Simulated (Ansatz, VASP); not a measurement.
# Eu: VASP beside Ansatz

```
CELL_PARAMETERS angstrom
-2.01957 2.01957 2.01957
2.01957 -2.01957 2.01957
2.01957 2.01957 -2.01957
ATOMIC_POSITIONS crystal
Eu 0.00000 0.00000 0.00000
```

Change from the starting cell: volume scaled by 0.78, LAPW.

Alike in both runs: task single point; functional PBE; k mesh 14 × 14 × 14; occupations fermi-dirac, width 0.05 eV; collinear spin.

```csv
,VASP,Ansatz
version,VASP 6.6.1,Ansatz 0.2.0
potentials or method,"VASP PAW PBE potentials, release 64 (Eu), cutoff 520 eV","all-electron LAPW, scalar-relativistic"
```

```tsv
	VASP	Ansatz	Ansatz less VASP
pressure (GPa)	5.0	5.4	+0.32
net moment per atom (μB)	7.18	7.19	+0.009
size of the moment on the site where the two differ most (μB)	6.63	7.02	+0.389
```

Site moments also hang on the region over which each program counts them. Ansatz ran all-electron here, and VASP with PAW potentials.

Neither program's run includes spin-orbit coupling.
